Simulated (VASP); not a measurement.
The system is Pd.

```
Pd
1.0
     2.75050    0.00000    0.00000
    -1.37525    2.38200    0.00000
     0.00000    0.00000    4.49157
Pd
2
Direct
  0.33333 0.66667 0.25000
  0.66667 0.33333 0.75000
```

```yaml
Program: VASP 6.6.1
Task: relaxation of cell and atoms
Functional: BLYP
Potentials_or_basis: VASP PAW PBE potentials, release 64 (Pd)
Cutoff: 600 eV
k_mesh: 13 × 13 × 7
Occupations: fermi-dirac, width 0.05 eV
Spin: collinear spin, antiferromagnetic start
Starting_moments: "[0.5, -0.5] μB"
```

At the start: pressure 20.2 GPa; volume 14.71 Å³/atom.

Where does the relaxation end?

Over 12 steps the energy falls by 100.8 meV/atom and the volume is 16.46 Å³/atom (+11.9 %); space group P6_3/mmc (No. 194, to 0.05 Å); moment 0.00 μB per cell.

The path:
| step | energy change (eV) | largest force (eV/Å) | pressure (GPa) | volume (Å³) |
| --- | --- | --- | --- | --- |
| 1 | 0.0000 | 0.0000 | 20.24 | 29.43 |
| 2 | 0.0403 | 0.0000 | -12.67 | 38.07 |
| 3 | -0.1977 | 0.0000 | -0.55 | 33.05 |
| 4 | -0.1979 | 0.0000 | -0.19 | 32.96 |
| 5 | -0.1979 | 0.0000 | 0.10 | 32.89 |
| 6 | -0.2001 | 0.0000 | 0.15 | 32.87 |
| 7 | -0.2013 | 0.0000 | 0.22 | 32.86 |
| 8 | -0.2011 | 0.0000 | 0.41 | 32.82 |
| 9 | -0.2016 | 0.0000 | 0.30 | 32.84 |
| 10 | -0.2016 | 0.0000 | 0.30 | 32.84 |
| 11 | -0.2016 | 0.0000 | -0.39 | 33.01 |
| 12 | -0.2017 | 0.0000 | -0.01 | 32.92 |

Final structure:
```
CELL_PARAMETERS angstrom
2.82500 0.00000 0.00000
-1.41250 2.44652 0.00000
0.00000 0.00000 4.76264
ATOMIC_POSITIONS crystal
Pd 0.33333 0.66667 0.25000
Pd 0.66667 0.33333 0.75000
```

Caveat: the PAW data sets were made with another functional, which shifts forces and pressure a little.
